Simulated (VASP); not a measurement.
# BeS (P4_2/ncm) in VASP: a series of runs

The runs below take BeS through relaxation of cell and atoms, single point, with PBE.

Everything below comes from runs of VASP 6.6.1. Logs are shortened: lines on timing, memory, paths and dates and some standing lists are left out, and cuts for length are marked.

## (1) The cell of the first run

It takes space group P4_2/ncm (No. 138, tetragonal). Conventional cell: a = 6.896 Å, b = 6.896 Å, c = 5.720 Å, α = 90.00°, β = 90.00°, γ = 90.00°. Be (site symmetry m) has 4 S at 2.10 to 2.13 Å and 2 Be at 2.62 to 2.86 Å within 2.9 Å. Within 2.8 Å of S (site symmetry m) lie 4 Be at 2.10 to 2.13 Å.

The cell was built from a structure type or drawn by symmetry, and may not be a known phase.

## (2) Relaxation of cell and atoms, PBE

Input file INCAR:

```
SYSTEM = BeS
ALGO = Normal ; EDIFF = 1E-6
EDIFFG = -0.01 ; ENCUT = 600
GGA = PE ; IBRION = 2
ISIF = 3 ; ISMEAR = 0
LASPH = .True. ; LCHARG = .False.
LREAL = Auto ; LWAVE = .False.
NELM = 60 ; NSW = 100
PREC = Accurate ; SIGMA = 0.02
```

Input file KPOINTS:

```
k-points
0
Gamma
  4 4 4
  0 0 0
```

Input file POSCAR:

```
BeS
1.0
    6.8958514989      0.0000000000      0.0000000000
    0.0000000000      6.8958514989      0.0000000000
    0.0000000000      0.0000000000      5.7197511596
Be S
8 8
Direct
    0.6344275149      0.8655724851      0.9035307231
    0.6344275149      0.1344275149      0.4035307231
    0.3655724851      0.8655724851      0.4035307231
    0.3655724851      0.1344275149      0.9035307231
    0.1344275149      0.3655724851      0.5964692769
    0.8655724851      0.6344275149      0.5964692769
    0.1344275149      0.6344275149      0.0964692769
    0.8655724851      0.3655724851      0.0964692769
    0.6534284600      0.8465715400      0.5341646240
    0.3465715400      0.1534284600      0.5341646240
    0.6534284600      0.1534284600      0.0341646240
    0.3465715400      0.8465715400      0.0341646240
    0.1534284600      0.3465715400      0.9658353760
    0.1534284600      0.6534284600      0.4658353760
    0.8465715400      0.3465715400      0.4658353760
    0.8465715400      0.6534284600      0.9658353760
```

Potentials or basis: VASP PAW PBE potentials, release 64 (Be, S).

Run with:

```bash
$ cat potpaw_PBE.64/Be/POTCAR potpaw_PBE.64/S/POTCAR > POTCAR
$ mpirun -np 1 vasp_std > vasp.out
```

OUTCAR:

```text
SYSTEM = BeS
   EDIFF = 1E-6
   EDIFFG = -0.01
   ENCUT = 600
   GGA = PE
   IBRION = 2
   ISIF = 3
   ISMEAR = 0
   LASPH = .True.
   LREAL = Auto
   NELM = 60
   NSW = 100
   PREC = Accurate

 ion  position               nearest neighbor table
   1  0.634  0.866  0.904-  16 2.10   9 2.12  12 2.13  11 2.13
   2  0.634  0.134  0.404-  15 2.10  11 2.12   9 2.13  10 2.13
   3  0.366  0.866  0.404-  14 2.10  12 2.12   9 2.13  10 2.13
   4  0.366  0.134  0.904-  13 2.10  10 2.12  12 2.13  11 2.13
   5  0.134  0.366  0.596-  10 2.10  13 2.12  14 2.13  15 2.13
   6  0.866  0.634  0.596-   9 2.10  16 2.12  15 2.13  14 2.13
[... 8 lines left out ...]
  15  0.847  0.347  0.466-   2 2.10   8 2.12   6 2.13   5 2.13
  16  0.847  0.653  0.966-   1 2.10   6 2.12   7 2.13   8 2.13

  LATTYP: Found a simple tetragonal cell.
 ALAT       =     6.8958514989
 C/A-ratio  =     0.8294481342

  Lattice vectors:

 A1 = (   6.8958514989,   0.0000000000,   0.0000000000)
 A2 = (   0.0000000000,   6.8958514989,   0.0000000000)
 A3 = (   0.0000000000,   0.0000000000,   5.7197511596)

Analysis of symmetry for initial positions (statically):
=====================================================================
 Subroutine PRICEL returns:
 Original cell was already a primitive cell.

 Routine SETGRP: Setting up the symmetry group for a
 simple tetragonal supercell.

 Subroutine GETGRP returns: Found 16 space group operations
 (whereof  4 operations were pure point group operations)
 out of a pool of 16 trial point group operations.

The static configuration has the point symmetry S_4 .
 The point group associated with its full space group is D_4h.

Analysis of symmetry for dynamics (positions and initial velocities):
=====================================================================
 Subroutine PRICEL returns:
 Original cell was already a primitive cell.

 Routine SETGRP: Setting up the symmetry group for a
 simple tetragonal supercell.

 Subroutine GETGRP returns: Found 16 space group operations
 (whereof  4 operations were pure point group operations)
 out of a pool of 16 trial point group operations.

The dynamic configuration has the point symmetry S_4 .
 The point group associated with its full space group is D_4h.

 Subroutine INISYM returns: Found 16 space group operations
 (whereof  4 operations are pure point group operations),
 and found     1 'primitive' translations

----------------------------------------------------------------------------------------

                                     Primitive cell

  volume of cell :     271.9900

  direct lattice vectors                    reciprocal lattice vectors
     6.895851499  0.000000000  0.000000000     0.145014724  0.000000000  0.000000000
     0.000000000  6.895851499  0.000000000     0.000000000  0.145014724  0.000000000
     0.000000000  0.000000000  5.719751160     0.000000000  0.000000000  0.174832781

  length of vectors
     6.895851499  6.895851499  5.719751160     0.145014724  0.145014724  0.174832781

  position of ions in fractional coordinates (direct lattice)
     0.634427515  0.865572485  0.903530723
     0.634427515  0.134427515  0.403530723
     0.365572485  0.865572485  0.403530723
     0.365572485  0.134427515  0.903530723
     0.134427515  0.365572485  0.596469277
     0.865572485  0.634427515  0.596469277
[... 8 lines left out ...]
     0.846571540  0.346571540  0.465835376
     0.846571540  0.653428460  0.965835376

  ion indices of the primitive-cell ions
   primitive index   ion index
                 1           1
                 2           2
                 3           3
                 4           4
                 5           5
                 6           6
[... 91 lines left out ...]
   EFERMI_NEDOS =   21; number of points for ismear=-14 and -15
   IALGO  =     38    algorithm
   IMIX   =      4    mixing-type and parameters
     AMIX     =   0.40;   BMIX     =  1.00
     AMIX_MAG =   1.60;   BMIX_MAG =  1.00
  volume/ion in A,a.u.               =      17.00       114.72
  Fermi-wavevector in a.u.,A,eV,Ry     =   1.010688  1.909924 13.898223  1.021491
  Thomas-Fermi vector in A             =   2.143692
   LORBIT       =      0    0 simple, 1 ext, 2 COOP (PROOUT), +10 PAW based schemes
   GGA     = PE    functional components
   LHFCALC =     F    Hartree Fock is set to
   AEXX    =    0.0000 exact exchange contribution
   IVDW    =     0    specifies the selected vdW correction
   LEPSILON=     F    determine dielectric tensor
   LRPA    =     F    only Hartree local field effects (RPA)
 conjugate gradient relaxation of ions
 non-spin polarized calculation
 Gauss-broadening in eV      SIGMA  =   0.02
  energy-cutoff  :      600.00
  volume of cell :      271.99
 maximum number of plane-waves:      9120
 NGX is ok and might be reduce to    56
   NGX = 27   NGY = 27   NGZ = 23

--------------------------------------- Ionic step        1  -------------------------------------------

 number of electron      64.0000004 magnetization

 Free energy of the ion-electron system (eV)
  ---------------------------------------------------
  ext. energy  EPLUGINS =         0.00000000
  ---------------------------------------------------
  free energy    TOTEN  =       -77.05602344 eV

  energy without entropy =      -77.05602344  energy(sigma->0) =      -77.05602344

------------------------ aborting loop because EDIFF is reached ----------------------------------------

  FORCE on cell =-STRESS in cart. coord.  units (eV):
  Direction    XX          YY          ZZ          XY          YZ          ZX
  --------------------------------------------------------------------------------------
  -------------------------------------------------------------------------------------
  Total        0.1785699      0.1785699      0.1203313      0.0000000      0.0000000      0.0000000
  in kB        1.0518790      1.0518790      0.7088202      0.0000000      0.0000000      0.0000000
  external PRESSURE =       0.9375261 kB  Pullay stress =       0.0000000 kB

 VOLUME and BASIS-vectors are now :
 -----------------------------------------------------------------------------
  energy-cutoff  :      600.00
  volume of cell :      271.99
      direct lattice vectors                 reciprocal lattice vectors
     6.895851499  0.000000000  0.000000000     0.145014724  0.000000000  0.000000000
     0.000000000  6.895851499  0.000000000     0.000000000  0.145014724  0.000000000
     0.000000000  0.000000000  5.719751160     0.000000000  0.000000000  0.174832781

 POSITION                                       TOTAL-FORCE (eV/Angst)
 -----------------------------------------------------------------------------------
      4.37492      5.96886      5.16797        -0.001439      0.001439     -0.002265
      4.37492      0.92699      2.30810        -0.001439     -0.001439     -0.002265
      2.52093      5.96886      2.30810         0.001439      0.001439     -0.002265
      2.52093      0.92699      5.16797         0.001439     -0.001439     -0.002265
      0.92699      2.52093      3.41166        -0.001439      0.001439      0.002265
      5.96886      4.37492      3.41166         0.001439     -0.001439      0.002265
[... 8 lines left out ...]
      5.83783      2.38991      2.66446        -0.003550     -0.003550      0.005621
      5.83783      4.50595      5.52434        -0.003550      0.003550      0.005621
 -----------------------------------------------------------------------------------
    total drift:                                0.000000     -0.000000      0.000000

  FREE ENERGIE OF THE ION-ELECTRON SYSTEM (eV)
  ---------------------------------------------------
  free  energy   TOTEN  =       -77.0560234391 eV

  energy  without entropy=      -77.0560234391  energy(sigma->0) =      -77.05602344

--------------------------------------- Ionic step        2  -------------------------------------------

 number of electron      64.0000004 magnetization

 Free energy of the ion-electron system (eV)
  ---------------------------------------------------
  ext. energy  EPLUGINS =         0.00000000
  ---------------------------------------------------
  free energy    TOTEN  =       -77.05611983 eV

  energy without entropy =      -77.05611983  energy(sigma->0) =      -77.05611983

 E-fermi :   2.5322     XC(G=0):  -8.6947

 val. band max:        2.3936863777   @ k =   0.0000   0.0000   0.0000
 cond. band min:       5.9865458761   @ k =   0.0000   0.0000   0.0000
 fundamental gap:      3.5928594984
 Fermi energy:         2.5322176753

 k-point     1 :       0.0000    0.0000    0.0000
  band No.  band energies     occupation
      1     -10.9759      2.00000
      2      -9.9690      2.00000
      3      -9.6144      2.00000
      4      -9.5658      2.00000
      5      -9.5658      2.00000
      6      -9.4138      2.00000
[... 781 lines left out ...]
     40       7.4981      0.00000
     41       8.1291      0.00000

------------------------ aborting loop because EDIFF is reached ----------------------------------------

  FORCE on cell =-STRESS in cart. coord.  units (eV):
  Direction    XX          YY          ZZ          XY          YZ          ZX
  --------------------------------------------------------------------------------------
  -------------------------------------------------------------------------------------
  Total       -0.0311329     -0.0311329     -0.0572796      0.0000000      0.0000000      0.0000000
  in kB       -0.1831267     -0.1831267     -0.3369247      0.0000000      0.0000000      0.0000000
  external PRESSURE =      -0.2343927 kB  Pullay stress =       0.0000000 kB

 VOLUME and BASIS-vectors are now :
 -----------------------------------------------------------------------------
  energy-cutoff  :      600.00
  volume of cell :      272.38
      direct lattice vectors                 reciprocal lattice vectors
     6.899564348  0.000000000  0.000000000     0.144936687  0.000000000  0.000000000
     0.000000000  6.899564348 -0.000000000     0.000000000  0.144936687  0.000000000
     0.000000000  0.000000000  5.721826392    -0.000000000  0.000000000  0.174769371

 POSITION                                       TOTAL-FORCE (eV/Angst)
 -----------------------------------------------------------------------------------
      4.37720      5.97214      5.16974        -0.002254      0.002254     -0.003178
      4.37720      0.92742      2.30882        -0.002254     -0.002254     -0.003178
      2.52236      5.97214      2.30882         0.002254      0.002254     -0.003178
      2.52236      0.92742      5.16974         0.002254     -0.002254     -0.003178
      0.92742      2.52236      3.41300        -0.002254      0.002254      0.003178
      5.97214      4.37720      3.41300         0.002254     -0.002254      0.003178
[... 8 lines left out ...]
      5.84080      2.39102      2.66570         0.001751      0.001751      0.001749
      5.84080      4.50854      5.52661         0.001751     -0.001751      0.001749
 -----------------------------------------------------------------------------------
    total drift:                                0.000000      0.000000      0.000000

  FREE ENERGIE OF THE ION-ELECTRON SYSTEM (eV)
  ---------------------------------------------------
  free  energy   TOTEN  =       -77.0561198292 eV

  energy  without entropy=      -77.0561198292  energy(sigma->0) =      -77.05611983

 reached required accuracy - stopping structural energy minimisation
```

Run time: 3.9 min. Hardware: 1 thread of Intel Xeon 6975P-C (Granite Rapids), shared host; peak memory 0.47 GiB.

Results:

```
Free energy                           : -77.0561 eV
Relaxed volume                        : 17.02 Å³/atom
Relaxed cell                          : a = 6.900 Å, b = 6.900 Å, c = 5.722 Å, α = 90.00°, β = 90.00°, γ = 90.00°
Space group after relaxing (to 0.1 Å) : P4_2/ncm (No. 138)
Energy gained by relaxing             : 0.0 meV/atom
Ionic steps                           : 2
Pressure after relaxing               : 0.0 GPa
Largest force after relaxing          : 0.005 eV/Å
Band gap on the k mesh                : 3.59 eV
```

Forces in eV/Å, atoms in the order of the input:
```
Be  -0.002  0.002 -0.003
Be  -0.002 -0.002 -0.003
Be   0.002  0.002 -0.003
Be   0.002 -0.002 -0.003
Be  -0.002  0.002  0.003
Be   0.002 -0.002  0.003
Be  -0.002 -0.002  0.003
Be   0.002  0.002  0.003
S   -0.002  0.002 -0.002
S    0.002 -0.002 -0.002
S   -0.002 -0.002 -0.002
S    0.002  0.002 -0.002
S   -0.002  0.002  0.002
S   -0.002 -0.002  0.002
S    0.002  0.002  0.002
S    0.002 -0.002  0.002
```

Final structure:
```
Be S
1.0
     6.89956    0.00000    0.00000
     0.00000    6.89956    0.00000
     0.00000    0.00000    5.72183
Be S
8 8
Direct
  0.63442 0.86558 0.90351
  0.63442 0.13442 0.40351
  0.36558 0.86558 0.40351
  0.36558 0.13442 0.90351
  0.13442 0.36558 0.59649
  0.86558 0.63442 0.59649
  0.13442 0.63442 0.09649
  0.86558 0.36558 0.09649
  0.65345 0.84655 0.53412
  0.34655 0.15345 0.53412
  0.65345 0.15345 0.03412
  0.34655 0.84655 0.03412
  0.15345 0.34655 0.96588
  0.15345 0.65345 0.46588
  0.84655 0.34655 0.46588
  0.84655 0.65345 0.96588
```

## (3) Single point, PBE

This run uses another cell than the first one, of 13.44 Å³/atom.

Input file INCAR:

```
PREC = Accurate
ENCUT = 520
EDIFF = 1E-6
ISMEAR = 0
SIGMA = 0.1
LREAL = Auto
LASPH = True
NELM = 100
ALGO = Normal
ISIF = 2
LWAVE = False
LCHARG = True
GGA = PE
LELF = True
LVHAR = True
NBANDS = 46
```

Input file KPOINTS:

```
Automatic mesh
0
Gamma
  4 4 4
```

Input file POSCAR:

```
BeS
1.0
    6.2672221100      0.0000000000      0.0000000000
    0.0000000000      6.2672221100      0.0000000000
    0.0000000000      0.0000000000      5.4734878500
Be S
8 8
Direct
    0.6409692500      0.8590307500      0.9309069100
    0.6409692500      0.1409692500      0.4309069100
    0.3590307500      0.8590307500      0.4309069100
    0.3590307500      0.1409692500      0.9309069100
    0.1409692500      0.3590307500      0.5690930900
    0.8590307500      0.6409692500      0.5690930900
    0.1409692500      0.6409692500      0.0690930900
    0.8590307500      0.3590307500      0.0690930900
    0.6409692500      0.8590307500      0.5690930900
    0.3590307500      0.1409692500      0.5690930900
    0.6409692500      0.1409692500      0.0690930900
    0.3590307500      0.8590307500      0.0690930900
    0.1409692500      0.3590307500      0.9309069100
    0.1409692500      0.6409692500      0.4309069100
    0.8590307500      0.3590307500      0.4309069100
    0.8590307500      0.6409692500      0.9309069100
```

Potentials or basis: VASP PAW PBE potentials, release 64 (Be, S).

Run with:

```bash
$ cat potpaw_PBE.64/Be/POTCAR potpaw_PBE.64/S/POTCAR > POTCAR
$ mpirun -np 1 vasp_std > vasp.out
```

Run time: 2.1 min. Hardware: 1 thread of Intel Xeon 6975P-C (Granite Rapids), shared host; peak memory 0.34 GiB.

Results (log left out):

```
Free energy            : -70.0170 eV
Pressure               : 34.0 GPa
Largest force          : 2.798 eV/Å
Band gap on the k mesh : 2.96 eV
```

Forces on the atoms (eV/Å):
```
Be   0.280 -0.280 -0.278
Be   0.280  0.280 -0.278
Be  -0.280 -0.280 -0.278
Be  -0.280  0.280 -0.278
Be   0.280 -0.280  0.278
Be  -0.280  0.280  0.278
Be   0.280  0.280  0.278
Be  -0.280 -0.280  0.278
S    1.906 -1.906 -0.751
S   -1.906  1.906 -0.751
S    1.906  1.906 -0.751
S   -1.906 -1.906 -0.751
S    1.906 -1.906  0.751
S    1.906  1.906  0.751
S   -1.906 -1.906  0.751
S   -1.906  1.906  0.751
```

Stress tensor (GPa, compression positive):
```
36.87  0.00  0.00
 0.00 36.87  0.00
 0.00  0.00 28.34
```

Levels at points of the mesh, in eV from the valence-band top:
| k point | band 28 | band 29 | band 30 | band 31 | band 32 | band 33 | band 34 | band 35 | band 36 | band 37 |
| --- | --- | --- | --- | --- | --- | --- | --- | --- | --- | --- |
| (0.00, 0.00, 0.00) | -1.22 | -0.91 | -0.69 | 0.00 | 0.00 | 2.96 | 4.04 | 4.57 | 4.63 | 4.77 |
| (0.50, 0.00, 0.00) | -1.85 | -1.39 | -1.39 | -0.50 | -0.50 | 3.59 | 3.59 | 5.09 | 5.09 | 5.24 |
| (0.50, 0.50, 0.00) | -1.48 | -1.47 | -1.47 | -0.39 | -0.39 | 3.44 | 3.44 | 4.23 | 4.23 | 4.84 |
| (0.00, 0.00, 0.50) | -1.28 | -1.01 | -1.01 | -0.65 | -0.65 | 3.72 | 3.72 | 4.68 | 4.68 | 4.95 |
| (0.50, 0.00, 0.50) | -1.94 | -1.52 | -1.52 | -1.52 | -1.52 | 4.50 | 4.50 | 4.50 | 4.50 | 5.30 |
| (0.50, 0.50, 0.50) | -1.56 | -1.11 | -1.11 | -0.56 | -0.56 | 4.02 | 4.02 | 4.21 | 4.21 | 4.38 |

Caveat: the cell stands under pressure; forces of over 1 eV/Å act on the atoms, so gaps and moduli don't describe the material at rest. A k mesh can miss the band edges.
